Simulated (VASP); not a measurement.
C, 2 atoms in the cell. Symmetry: P6_3/mmc, No. 194, hexagonal system. Conventional cell: a = 1.764 Å, b = 1.764 Å, c = 8.411 Å, α = 90.00°, β = 90.00°, γ = 120.00°. Within 2.3 Å of C (site symmetry -6m2) lie 6 C at 1.76 Å.  This cell differs from its parent crystal: volume scaled by 1.08.

- Program: VASP 6.6.1
- Task: single point
- Functional: PBE
- Potentials or basis: VASP PAW PBE potentials, release 64 (C)
- Cutoff: 520 eV
- k mesh: 23 × 23 × 5
- Occupations: fermi-dirac, width 0.1 eV
- Spin: no spin polarisation
- Dipole correction: no
- Further INCAR settings: ALGO = Normal; EDIFF = 1e-06; NBANDS = 11

Potentials or basis: VASP PAW PBE potentials, release 64 (C).

Launch:

```sh
$ cat potpaw_PBE.64/C/POTCAR > POTCAR
$ mpirun -np 1 vasp_std > vasp.out
```

Hardware: 1 thread of Intel(R) Xeon(R) Platinum 8488C (Sapphire Rapids) (shared host).

Question: Estimate the wall time of this run.

Answer: Run time: 22 s on 1 thread of Intel(R) Xeon(R) Platinum 8488C (Sapphire Rapids), on a shared host, peak memory 0.14 GiB. Counts: scf iterations 11, k points 168.
